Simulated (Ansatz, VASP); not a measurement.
**One calculation of In2Sb, two programs**

```
In Sb
1.0
     5.33333    0.00000    0.00000
    -2.66667    4.61880    0.00000
     0.00000    0.00000    6.39285
In Sb
4 2
Direct
  0.66667 0.33333 0.25000
  0.33333 0.66667 0.75000
  0.00000 0.00000 0.50000
  0.00000 0.00000 0.00000
  0.66667 0.33333 0.75000
  0.33333 0.66667 0.25000
```

Alike in both runs: functional PBEsol; k mesh 12 × 12 × 6; occupations gaussian, width 0.1 eV; no spin polarisation.

Ansatz relaxed the structure, and its values are those at the end. VASP's run is a single point on that final structure, the one shown.

```csv
,VASP,Ansatz
version,VASP 6.6.1,Ansatz 0.2.0
potentials or method,"VASP PAW PBE potentials, release 64 (In_d, Sb), cutoff 520 eV","scalar-relativistic, plane waves, PAW"
valence electrons in the cell,62,82
```

```csv
,VASP,Ansatz,Ansatz less VASP
gap on the k mesh at the Fermi level (eV),none,none,-
pressure (GPa),0.0,0.0,+0.01
```

VASP's potentials were made for PBE, not for PBEsol. A gap of «none» marks a metal or a gap that the smearing closes. With one functional, cell and mesh, what is left measures potentials, basis and numerics. VASP's potentials hold 62 valence electrons a cell and Ansatz's 82, so a difference there can come from the potentials and not from the codes.

Neither program's run includes spin-orbit coupling.
